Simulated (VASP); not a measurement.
Runs of VASP 6.6.1 on V. The structure is that of space group Fd-3m (No. 227), or close to it. The cells are those of the table. This isn't the form of V at room conditions, which is bcc.

```csv
task,spin,cell,k mesh,cutoff (eV),gap on the mesh (eV),pressure (GPa),relaxed volume (Å³/atom)
relaxation of cell and atoms,off,"relaxed from a = 3.552 Å, angles 60.0°, 2 atoms",6 × 6 × 6,600,none,0.1,17.56
relaxation of cell and atoms,off,"relaxed from a = 3.666 Å, angles 60.0°, 2 atoms",18 × 18 × 18,600,none,0.0,17.54
single point,off,"a = 3.666 Å, angles 60.0°, 2 atoms",6 × 6 × 6,520,none,(b),-
single point,off,"a = 3.666 Å, angles 60.0°, 2 atoms",18 × 18 × 18,520,none,(a),-
single point,"collinear, ferromagnetic start","a = 3.552 Å, angles 60.0°, 2 atoms",6 × 6 × 6,520,none,10.7,-
```

Alike in all rows: level PBEsol; potentials or basis VASP PAW PBE potentials, release 64 (V_sv); smearing gaussian 0.1 eV.

Task: Fill in the values left out.

Result: (a) 0.6; (b) 0.7.

Caveats: some runs use coarse meshes; the PAW data sets were made with another functional, which shifts forces and pressure a little.

A gap of «none» marks levels without a gap at the run's occupations.
